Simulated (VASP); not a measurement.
A run of VASP 6.6.1 is set up as follows.

The input INCAR:

```
SYSTEM = Si
PREC = Accurate
ENCUT = 520
EDIFF = 1E-6
ISMEAR = 0
SIGMA = 0.05
LREAL = .FALSE.
LASPH = .TRUE.
NELM = 80
ALGO = Normal
ISIF = 2
LWAVE = .FALSE.
LCHARG = .TRUE.
GGA = PE
LELF = .TRUE.
LVHAR = .TRUE.
NBANDS = 11
```

Contents of KPOINTS:

```
regular mesh
0
G
  8 8 8
  0 0 0
```

POSCAR

```
Si
1.0
    0.0000000000      2.5160906986      2.5160906986
    2.5160906986      0.0000000000      2.5160906986
    2.5160906986      2.5160906986      0.0000000000
Si
2
Direct
    0.5000000000      0.5000000000      0.5000000000
    0.7500000000      0.7500000000      0.7500000000
```

Potentials or basis: VASP PAW PBE potentials, release 64 (Si).

Run with:

```console
$ cat potpaw_PBE.64/Si/POTCAR > POTCAR
$ mpirun -np 1 vasp_std > vasp.out
```

**Question.** Estimate the band gap on the k mesh.

**Answer.** 0.15 eV (least direct gap 2.62 eV).

**Question.** Estimate the pressure.

**Answer.** 37.3 GPa.

Caveat: the cell differs from its parent crystal (strain -0.080 along x and y, -0.080 along z); the cell stands under pressure. A k mesh can miss the band edges.
